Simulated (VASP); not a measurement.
**SrTiO3: single point with PBE**

Crystal: SrTiO3.

```
CELL_PARAMETERS angstrom
4.28084 0.00000 0.00000
0.00000 3.59197 0.00000
0.00000 0.00000 3.93640
ATOMIC_POSITIONS crystal
Sr 0.00000 0.00000 0.00000
Ti 0.50000 0.50000 0.50000
O 0.00000 0.50000 0.50000
O 0.50000 0.00000 0.50000
O 0.50000 0.50000 0.00000
```

This cell differs from its parent crystal: strain +0.0875 x Voigt [1, -1, 0, 0, 0, 0].

```yaml
Program: VASP 6.6.1
Task: single point
Functional: PBE
Potentials_or_basis: VASP PAW PBE potentials, release 64 (Sr_sv, Ti_sv, O)
Cutoff: 520 eV
k_mesh: 8 × 8 × 8
Occupations: gaussian, width 0.05 eV
Spin: no spin polarisation
```

* Pressure: 8.2 GPa
* Band gap on the k mesh: 1.59 eV, indirect (least direct gap 1.94 eV)

Stress tensor (GPa, compression positive):
```
-11.20   0.00   0.00
  0.00  33.76   0.00
  0.00   0.00   2.14
```

Levels at points of the mesh, in eV from the valence-band top:
| k point | band 17 | band 18 | band 19 | band 20 | band 21 | band 22 | band 23 | band 24 |
| --- | --- | --- | --- | --- | --- | --- | --- | --- |
| (0.00, 0.00, 0.00) | -0.89 | -0.55 | -0.49 | -0.35 | 1.59 | 1.77 | 1.89 | 3.41 |
| (0.50, 0.00, 0.00) | -1.73 | -1.53 | -0.75 | -0.64 | 1.97 | 2.92 | 2.94 | 4.53 |
| (0.00, 0.50, 0.00) | -2.41 | -2.11 | -1.03 | -0.87 | 1.89 | 3.59 | 4.54 | 4.59 |
| (0.50, 0.50, 0.00) | -1.81 | -1.69 | -1.68 | -0.65 | 2.96 | 4.58 | 4.59 | 4.89 |
| (0.00, 0.00, 0.50) | -2.16 | -2.09 | -0.83 | -0.81 | 1.91 | 3.57 | 3.63 | 3.74 |
| (0.50, 0.00, 0.50) | -2.20 | -2.10 | -1.58 | -0.61 | 2.94 | 3.63 | 3.71 | 5.82 |
| (0.00, 0.50, 0.50) | -1.83 | -1.30 | -1.24 | -0.10 | 3.60 | 4.23 | 4.55 | 4.78 |
| (0.50, 0.50, 0.50) | -3.19 | -0.33 | -0.30 | 0.00 | 3.94 | 4.71 | 4.93 | 6.31 |

It took 3.9 min on 1 thread of AMD EPYC 7R43 64-Core Processor (Zen 3), with other jobs on the host, peak memory 0.29 GiB.

Caveat: the cell differs from its parent crystal (strain +0.0875 x Voigt [1, -1, 0, 0, 0, 0]). A k mesh can miss the band edges.
